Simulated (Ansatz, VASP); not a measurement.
**Mg in VASP and in Ansatz**

```xyz
1
Lattice="14.0000 0.0000 0.0000 0.0000 14.4000 0.0000 0.0000 0.0000 14.8000" Properties=species:S:1:pos:R:3 pbc="T T T"
Mg    7.0000    7.2000    7.4000
```

Alike in both runs: task single point; functional BLYP; k mesh 1 × 1 × 1; occupations fermi-dirac, width 0.01 eV; collinear spin.

```csv
,VASP,Ansatz
version,VASP 6.6.1,Ansatz 0.2.0
potentials or method,"VASP PAW PBE potentials, release 64 (Mg), cutoff 520 eV","plane waves (420 eV) with PAW, scalar-relativistic"
valence electrons in the cell,2,10
```

|  | VASP | Ansatz | Ansatz less VASP |
| --- | --- | --- | --- |
| gap on the k mesh at the Fermi level (eV) | 3.39 | 3.38 | -0.014 |
| net moment per atom (μB) | 0.00 | 0.00 | 0.000 |

VASP's potentials were made for PBE, not for BLYP. The functional is the same, so the differences come from potentials, cutoffs and numerics. VASP's potentials hold 2 valence electrons a cell and Ansatz's 10, so a difference there can come from the potentials and not from the codes. Ansatz's warnings: seeded moment not kept.
